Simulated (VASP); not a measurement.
Ga4TeO:

```
CELL_PARAMETERS angstrom
3.91709 0.00000 0.00000
0.00000 3.91709 0.00000
0.00000 0.00000 6.79312
ATOMIC_POSITIONS crystal
Ga 0.00000 0.00000 0.71859
Ga 0.00000 0.00000 0.28141
Ga 0.50000 0.00000 0.00000
Ga 0.00000 0.50000 0.00000
Te 0.50000 0.50000 0.50000
O 0.00000 0.00000 0.00000
```

The cell was generated, and may not be a known phase.

```yaml
Program: VASP 6.6.1
Task: relaxation of cell and atoms
Functional: PBE
Potentials_or_basis: VASP PAW PBE potentials, release 64 (Ga_d, Te, O)
Cutoff: 600 eV
k_mesh: 4 × 4 × 4
Occupations: gaussian, width 0.1 eV
Spin: no spin polarisation
```

At the start: pressure 25.3 GPa; volume 17.37 Å³/atom.

Problem. How do energy, volume and symmetry change on relaxing?

Solution. Over 6 steps the energy falls by 555.0 meV/atom and the volume is 24.01 Å³/atom (+38.2 %); space group P4/mmm (No. 123, to 0.1 Å) before and after.

Step by step:
| step | energy change (eV) | largest force (eV/Å) | pressure (GPa) | volume (Å³) |
| --- | --- | --- | --- | --- |
| 1 | 0.0000 | 4.3000 | 25.26 | 104.23 |
| 2 | -3.2174 | 0.6206 | -1.06 | 151.23 |
| 3 | -3.2187 | 0.6763 | -0.82 | 149.41 |
| 4 | -3.2862 | 0.4784 | -0.54 | 147.21 |
| 5 | -3.3293 | 0.0574 | 0.08 | 143.62 |
| 6 | -3.3299 | 0.0297 | -0.03 | 144.08 |

Final structure:
```yaml
crystal:
  lattice:
    - [4.44652, 0.00000, 0.00000]
    - [0.00000, 4.44652, 0.00000]
    - [0.00000, 0.00000, 7.28706]
  atoms:
    - { symbol: Ga, position: [0.00000, 0.00000, 0.67798] }
    - { symbol: Ga, position: [0.00000, 0.00000, 0.32202] }
    - { symbol: Ga, position: [0.50000, 0.00000, 0.00000] }
    - { symbol: Ga, position: [0.00000, 0.50000, 0.00000] }
    - { symbol: Te, position: [0.50000, 0.50000, 0.50000] }
    - { symbol: O, position: [0.00000, 0.00000, 0.00000] }
```

Caveat: the k points lie up to 0.35 Å⁻¹ apart in the final cell, too coarse for converged energies and pressures of a metal; the volume moved by over 15 % at a fixed basis, so the end points are rough.
